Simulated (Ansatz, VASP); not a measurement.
In3As in VASP and in Ansatz

```
In As
1.0
     4.67168    0.00000    0.00000
     0.00000    4.67168    0.00000
     0.00000    0.00000    4.67168
In As
3 1
Direct
  0.00000 0.50000 0.50000
  0.50000 0.00000 0.50000
  0.50000 0.50000 0.00000
  0.00000 0.00000 0.00000
```

Alike in both runs: task single point; functional r2SCAN; k mesh 4 × 4 × 4; occupations fermi-dirac, width 0.1 eV; no spin polarisation.

```csv
,VASP,Ansatz
version,VASP 6.6.1,Ansatz 0.2.0
potentials or method,"VASP PAW PBE potentials, release 64 (In_d, As), cutoff 520 eV","plane waves, PAW"
valence electrons in the cell,44,54
```

```tsv
	VASP	Ansatz	Ansatz less VASP
pressure (GPa)	-1.5	-1.5	+0.02
```

VASP's potentials were made for PBE, not for r2SCAN. VASP's potentials hold 44 valence electrons a cell and Ansatz's 54, so a difference there can come from the potentials and not from the codes.
